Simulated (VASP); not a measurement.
# NaCl (Pm-3m) in VASP: a series of runs

NaCl is run at these levels: r2SCAN, PBE0; tasks: single point.

Everything below comes from runs of VASP 6.6.1. Logs are shortened: lines on timing, memory, paths and dates and some standing lists are left out, and cuts for length are marked.

## 1. The cell of the first run

The structure is cubic, space group Pm-3m (No. 221). The conventional cell has a = 3.571 Å, b = 3.571 Å, c = 3.571 Å, α = 90.00°, β = 90.00°, γ = 90.00°. Within 4.1 Å of Cl (site symmetry m-3m) lie 8 Na at 3.09 Å and 6 Cl at 3.57 Å. Within 4.1 Å of Na (site symmetry m-3m) lie 8 Cl at 3.09 Å and 6 Na at 3.57 Å.

## 2. Single point, r2SCAN

The input, POSCAR:

```
NaCl
1.0
    3.5708778306      0.0000000000      0.0000000000
    0.0000000000      3.5708778306      0.0000000000
    0.0000000000      0.0000000000      3.5708778306
Cl Na
1 1
Direct
    0.5000000000      0.5000000000      0.5000000000
    0.0000000000      0.0000000000      0.0000000000
```

The input, INCAR.step1:

```
SYSTEM = NaCl
PREC = Accurate
ENCUT = 1250
ISMEAR = -1
SIGMA = 0.05
LREAL = .FALSE.
LASPH = .TRUE.
NELM = 120
NBANDS = 15
GGA = PE
ALGO = Normal
EDIFF = 1E-5
LWAVE = .TRUE.
LCHARG = .FALSE.
GGA_COMPAT = .FALSE.
```

The input, INCAR.step2:

```
SYSTEM = NaCl
PREC = Accurate
ENCUT = 1250
EDIFF = 1E-6
ISMEAR = -1
SIGMA = 0.05
LREAL = .FALSE.
LASPH = .TRUE.
NELM = 120
ALGO = Normal
ISIF = 2
LWAVE = .FALSE.
LCHARG = .TRUE.
METAGGA = R2SCAN
LMIXTAU = .TRUE.
LELF = .TRUE.
LVHAR = .TRUE.
NBANDS = 15
ISTART = 1
GGA_COMPAT = .FALSE.
```

The input, KPOINTS:

```
Automatic mesh
0
G
  8 8 8
  0 0 0
```

Potentials or basis: VASP PAW PBE potentials, release 64 (Cl, Na_sv).

Launch:

```sh
$ cat potpaw_PBE.64/Cl/POTCAR potpaw_PBE.64/Na_sv/POTCAR > POTCAR
$ cp INCAR.step1 INCAR
$ mpirun -np 1 vasp_std > vasp.out
$ cp INCAR.step2 INCAR
$ mpirun -np 1 vasp_std > vasp.out
```

OUTCAR:

```text
SYSTEM = NaCl
   PREC = Accurate
   ENCUT = 1250
   EDIFF = 1E-6
   ISMEAR = -1
   LREAL = .FALSE.
   LASPH = .TRUE.
   NELM = 120
   ISIF = 2
   METAGGA = R2SCAN
   ISTART = 1

 ion  position               nearest neighbor table
   1  0.500  0.500  0.500-
   2  0.000  0.000  0.000-

  LATTYP: Found a simple cubic cell.
 ALAT       =     3.5708778306

  Lattice vectors:

 A1 = (   3.5708778306,   0.0000000000,   0.0000000000)
 A2 = (   0.0000000000,   3.5708778306,   0.0000000000)
 A3 = (   0.0000000000,   0.0000000000,   3.5708778306)

Analysis of symmetry for initial positions (statically):
=====================================================================
 Subroutine PRICEL returns:
 Original cell was already a primitive cell.

 Routine SETGRP: Setting up the symmetry group for a
 simple cubic supercell.

 Subroutine GETGRP returns: Found 48 space group operations
 (whereof 48 operations were pure point group operations)
 out of a pool of 48 trial point group operations.

The static configuration has the point symmetry O_h .

Analysis of symmetry for dynamics (positions and initial velocities):
=====================================================================
 Subroutine PRICEL returns:
 Original cell was already a primitive cell.

 Routine SETGRP: Setting up the symmetry group for a
 simple cubic supercell.

 Subroutine GETGRP returns: Found 48 space group operations
 (whereof 48 operations were pure point group operations)
 out of a pool of 48 trial point group operations.

The dynamic configuration has the point symmetry O_h .

 Subroutine INISYM returns: Found 48 space group operations
 (whereof 48 operations are pure point group operations),
 and found     1 'primitive' translations

----------------------------------------------------------------------------------------

                                     Primitive cell

  volume of cell :      45.5329

  direct lattice vectors                    reciprocal lattice vectors
     3.570877831  0.000000000  0.000000000     0.280043185  0.000000000  0.000000000
     0.000000000  3.570877831  0.000000000     0.000000000  0.280043185  0.000000000
     0.000000000  0.000000000  3.570877831     0.000000000  0.000000000  0.280043185

  length of vectors
     3.570877831  3.570877831  3.570877831     0.280043185  0.280043185  0.280043185

[... 88 lines left out ...]
   POTIM  = 0.5000    time-step for ionic-motion
   TEBEG  =    0.0;   TEEND  =   0.0 temperature during run
   PSTRESS=    0.0 pullay stress
   NELECT =      16.0000    total number of electrons
   NUPDOWN=      -1.0000    fix difference up-down
   EMIN   =  10.00;   EMAX   =-10.00  energy-range for DOS
   EFERMI =   0.00;   METHOD = LEGACY
   ISMEAR =    -1;   SIGMA  =   0.05  broadening in eV -4-tet -1-fermi 0-gaus
   EFERMI_NEDOS =   21; number of points for ismear=-14 and -15
   IALGO  =     38    algorithm
   IMIX   =      4    mixing-type and parameters
     AMIX     =   0.40;   BMIX     =  1.00
     AMIX_MAG =   1.60;   BMIX_MAG =  1.00
  volume/ion in A,a.u.               =      22.77       153.64
  Fermi-wavevector in a.u.,A,eV,Ry     =   1.155243  2.183092 18.158135  1.334585
  Thomas-Fermi vector in A             =   2.291873
   LORBIT       =      0    0 simple, 1 ext, 2 COOP (PROOUT), +10 PAW based schemes
   METAGGA = R2SCAN    functional components
   LHFCALC =     F    Hartree Fock is set to
   AEXX    =    0.0000 exact exchange contribution
   IVDW    =     0    specifies the selected vdW correction
   LEPSILON=     F    determine dielectric tensor
   LRPA    =     F    only Hartree local field effects (RPA)
 non-spin polarized calculation
  energy-cutoff  :     1250.00
  volume of cell :       45.53
 maximum number of plane-waves:      4632
 NGX is ok and might be reduce to    42
   NGX = 21   NGY = 21   NGZ = 21

 number of electron      15.9999997 magnetization

 Free energy of the ion-electron system (eV)
  ---------------------------------------------------
  ext. energy  EPLUGINS =         0.00000000
  ---------------------------------------------------
  free energy    TOTEN  =       -13.42083580 eV

  energy without entropy =      -13.42083580  energy(sigma->0) =      -13.42083580

 E-fermi :   1.0503     XC(G=0):  -8.4857

 val. band max:       -0.1322826543   @ k =   0.5000   0.5000   0.0000
 cond. band min:       4.4496475773   @ k =   0.0000   0.0000   0.0000
 fundamental gap:      4.5819302316
 Fermi energy:         1.0503363617

 k-point     1 :       0.0000    0.0000    0.0000
  band No.  band energies     occupation
      1     -52.5983      2.00000
      2     -22.9974      2.00000
      3     -22.9974      2.00000
      4     -22.9974      2.00000
      5     -13.8996      2.00000
      6      -0.5911      2.00000
      7      -0.5911      2.00000
      8      -0.5911      2.00000
      9       4.4496      0.00000
     10       9.1653      0.00000
     11       9.1653      0.00000
     12      16.2129      0.00000
     13      16.2129      0.00000
     14      16.2129      0.00000
[... 401 lines left out ...]
      2     -23.0215      2.00000
      3     -23.0168      2.00000
      4     -22.9965      2.00000
      5     -13.3519      2.00000
      6      -2.2804      2.00000
      7      -1.9585      2.00000
      8      -0.4715      2.00000
      9       6.6210      0.00000
     10       9.8296      0.00000
     11      10.1874      0.00000
     12      11.6250      0.00000
     13      14.0327      0.00000
     14      14.0432      0.00000
     15      16.9879      0.00000

 [... further k-points ...]

------------------------ aborting loop because EDIFF is reached ----------------------------------------

  FORCE on cell =-STRESS in cart. coord.  units (eV):
  Direction    XX          YY          ZZ          XY          YZ          ZX
  --------------------------------------------------------------------------------------
  -------------------------------------------------------------------------------------
  Total       -0.6489835     -0.6489835     -0.6489835     -0.0000000     -0.0000000      0.0000000
  in kB      -22.8359608    -22.8359608    -22.8359608     -0.0000000     -0.0000000      0.0000000
  external PRESSURE =     -22.8359608 kB  Pullay stress =       0.0000000 kB

 VOLUME and BASIS-vectors are now :
 -----------------------------------------------------------------------------
  energy-cutoff  :     1250.00
  volume of cell :       45.53
      direct lattice vectors                 reciprocal lattice vectors
     3.570877831  0.000000000  0.000000000     0.280043185  0.000000000  0.000000000
     0.000000000  3.570877831  0.000000000     0.000000000  0.280043185  0.000000000
     0.000000000  0.000000000  3.570877831     0.000000000  0.000000000  0.280043185

 POSITION                                       TOTAL-FORCE (eV/Angst)
 -----------------------------------------------------------------------------------
      1.78544      1.78544      1.78544         0.000000      0.000000      0.000000
      0.00000      0.00000      0.00000         0.000000      0.000000      0.000000
 -----------------------------------------------------------------------------------
    total drift:                                0.000000     -0.000000     -0.000000

  FREE ENERGIE OF THE ION-ELECTRON SYSTEM (eV)
  ---------------------------------------------------
  free  energy   TOTEN  =       -13.4208358026 eV

  energy  without entropy=      -13.4208358026  energy(sigma->0) =      -13.42083580
```

OUTCAR.step1:

```text
SYSTEM = NaCl
   PREC = Accurate
   ENCUT = 1250
   ISMEAR = -1
   LREAL = .FALSE.
   LASPH = .TRUE.
[... 653 lines left out ...]
      1.78544      1.78544      1.78544         0.000000      0.000000      0.000000
      0.00000      0.00000      0.00000         0.000000      0.000000      0.000000
 -----------------------------------------------------------------------------------
    total drift:                                0.000000     -0.000000     -0.000000

  FREE ENERGIE OF THE ION-ELECTRON SYSTEM (eV)
  ---------------------------------------------------
  free  energy   TOTEN  =        -6.4627606074 eV

  energy  without entropy=       -6.4627606073  energy(sigma->0) =       -6.46276061
```

OSZICAR.step1:

```text
N       E                     dE             d eps       ncg     rms          rms(c)
DAV:   1     0.212114336428E+03    0.21211E+03   -0.12309E+04  1050   0.193E+03
DAV:   2     0.622496390406E+01   -0.20589E+03   -0.18013E+03  1225   0.370E+02
DAV:   3    -0.639072284197E+01   -0.12616E+02   -0.12529E+02  1469   0.947E+01
DAV:   4    -0.672169960018E+01   -0.33098E+00   -0.33089E+00  1324   0.160E+01
DAV:   5    -0.673762335101E+01   -0.15924E-01   -0.15923E-01  1665   0.257E+00    0.234E+00
DAV:   6    -0.649380785913E+01    0.24382E+00   -0.22443E-01  1239   0.303E+00    0.159E+00
DAV:   7    -0.646243488627E+01    0.31373E-01   -0.68229E-02  1351   0.156E+00    0.110E+00
DAV:   8    -0.646290403952E+01   -0.46915E-03   -0.14398E-02  1252   0.108E+00    0.393E-01
DAV:   9    -0.646265468330E+01    0.24936E-03   -0.34980E-04  1372   0.164E-01    0.189E-01
DAV:  10    -0.646275885510E+01   -0.10417E-03   -0.22741E-04  1127   0.999E-02    0.966E-03
DAV:  11    -0.646276060735E+01   -0.17523E-05   -0.86824E-06  1240   0.228E-02
   1 F= -.64627606E+01 E0= -.64627606E+01  d E =-.600121E-10
```

Run time: 4.2 min. Hardware: 1 thread of Intel Xeon Platinum 8259CL at 2.50GHz (Skylake/Cascade Lake), shared host; peak memory 0.32 GiB.

What came out:

```yaml
Free_energy: -13.4208 eV
Pressure: -2.3 GPa
Band_gap_on_the_k_mesh: 4.58 eV (least direct gap 5.04 eV)
```

Caveat: the PAW data sets were made with another functional, which shifts forces and pressure a little.

## 3. Single point, PBE0

This run uses another cell than the first one, of 20.19 Å³/atom.

The input, POSCAR:

```
NaCl
1.0
    3.4306966741      0.0000000000      0.0000000000
    0.0000000000      3.4306966741      0.0000000000
    0.0000000000      0.0000000000      3.4306966741
Cl Na
1 1
Direct
    0.5000000000      0.5000000000      0.5000000000
    0.0000000000      0.0000000000      0.0000000000
```

The input, INCAR.step1:

```
PREC = Accurate
ENCUT = 520
EDIFF = 1E-5
ISMEAR = -1
SIGMA = 0.05
LREAL = False
LASPH = True
NELM = 60
ALGO = Normal
ISIF = 2
LWAVE = True
LCHARG = False
GGA = PE
NBANDS = 14
```

The input, INCAR.step2:

```
PREC = Accurate
ENCUT = 520
EDIFF = 1E-6
ISMEAR = -1
SIGMA = 0.05
LREAL = False
LASPH = True
NELM = 60
ALGO = Normal
ISIF = 2
LWAVE = False
LCHARG = False
GGA = PE
LHFCALC = True
AEXX = 0.25
PRECFOCK = Normal
ISTART = 1
NBANDS = 14
```

The input, KPOINTS:

```
regular mesh
0
Gamma
  4 4 4
```

Potentials or basis: VASP PAW PBE potentials, release 64 (Cl, Na_pv).

Launch:

```sh
$ cat potpaw_PBE.64/Cl/POTCAR potpaw_PBE.64/Na_pv/POTCAR > POTCAR
$ cp INCAR.step1 INCAR
$ mpirun -np 1 vasp_std > vasp.out
$ cp INCAR.step2 INCAR
$ mpirun -np 1 vasp_std > vasp.out
```

It took 6.5 min on 1 thread of Intel Xeon 8259CL, shared host; peak memory 0.15 GiB.

It converged, with:

```
Free energy            : -8.0865 eV
Pressure               : 1.3 GPa
Band gap on the k mesh : 6.27 eV (least direct gap 6.86 eV)
```

Levels at points of the mesh, in eV from the valence-band top:
| k point | band 4 | band 5 | band 6 | band 7 | band 8 | band 9 | band 10 | band 11 |
| --- | --- | --- | --- | --- | --- | --- | --- | --- |
| (0.00, 0.00, 0.00) | -14.90 | -0.59 | -0.59 | -0.59 | 6.27 | 10.62 | 10.62 | 18.74 |
| (0.50, 0.00, 0.00) | -14.44 | -3.47 | -0.31 | -0.31 | 9.25 | 11.33 | 12.72 | 14.34 |
| (0.50, 0.50, 0.00) | -14.10 | -2.70 | -2.70 | 0.00 | 7.59 | 12.26 | 13.78 | 13.78 |
| (0.50, 0.50, 0.50) | -13.76 | -2.22 | -2.22 | -2.22 | 9.20 | 9.20 | 9.20 | 14.58 |

Caveat: the k points lie up to 0.46 Å⁻¹ apart; the PAW data sets were made with another functional, which shifts forces and pressure a little.

(Continued in part 2 of 2.)
